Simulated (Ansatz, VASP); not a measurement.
# One calculation of PbSe, two programs

The input INCAR:

```
ALGO = Normal ; EDIFF = 1E-7
ENCUT = 520 ; GGA = PE
ISIF = 2 ; ISMEAR = 0
LASPH = True ; LCHARG = False
LREAL = False ; LWAVE = False
NBANDS = 17 ; NELM = 80
PREC = Accurate ; SIGMA = 0.01
```

Contents of KPOINTS:

```
k-points
0
Gamma
  6 6 6
```

File POSCAR:

```
PbSe
1.0
    0.0000000000      3.4232041378      3.4232041378
    3.4232041378      0.0000000000      3.4232041378
    3.4232041378      3.4232041378      0.0000000000
Pb Se
1 1
Direct
    0.0000000000      0.0000000000      0.0000000000
    0.2500000000      0.2500000000      0.2500000000
```

Input for Ansatz:

```yaml
crystal:
  lattice:
    - [0.0, 3.4232041378, 3.4232041378]
    - [3.4232041378, 0.0, 3.4232041378]
    - [3.4232041378, 3.4232041378, 0.0]
  atoms:
    - { symbol: Pb, position: [0.0, 0.0, 0.0] }
    - { symbol: Se, position: [0.25, 0.25, 0.25] }
kpoints:
  mp_grid: { grid: [6, 6, 6] }
  band_path:
    path:
      - [0.0, 0.0, 0.0]
      - [-0.5, -0.5, 0.0]
      - [-0.375, -0.375, 0.25]
      - [-0.375, 0.0, 0.375]
      - [0.0, 0.0, 0.5]
      - [-0.5, -0.25, 0.25]
      - [0.25, -0.5, -0.25]
      - [0.0, 0.5, 0.5]
    npoints: 1
hamiltonian:
  xc: pbe
scf:
  occupations: { method: fixed }
  n_extra_bands: 4
output:
  forces: true
  stress: true
  eigenvalues: true
```

Alike in both runs: task single point; functional PBE; k mesh 6 × 6 × 6; no spin polarisation.

|  | VASP | Ansatz |
| --- | --- | --- |
| version | VASP 6.6.1 | Ansatz 0.2.0 |
| potentials or method | VASP PAW PBE potentials, release 64 (Pb_d, Se) | plane waves, PAW |
| plane-wave cutoff (eV) | 520 | 420 |
| occupations | gaussian, width 0.01 eV | fixed |
| valence electrons in the cell | 20 | 30 |

|  | VASP | Ansatz | Ansatz less VASP |
| --- | --- | --- | --- |
| gap on the k mesh at the Fermi level (eV) | 0.75 | 0.75 | -0.001 |
| pressure (GPa) | 0.7 | 0.8 | +0.01 |

VASP's potentials hold 20 valence electrons a cell and Ansatz's 30, so a difference there can come from the potentials and not from the codes.

Neither program's run includes spin-orbit coupling.
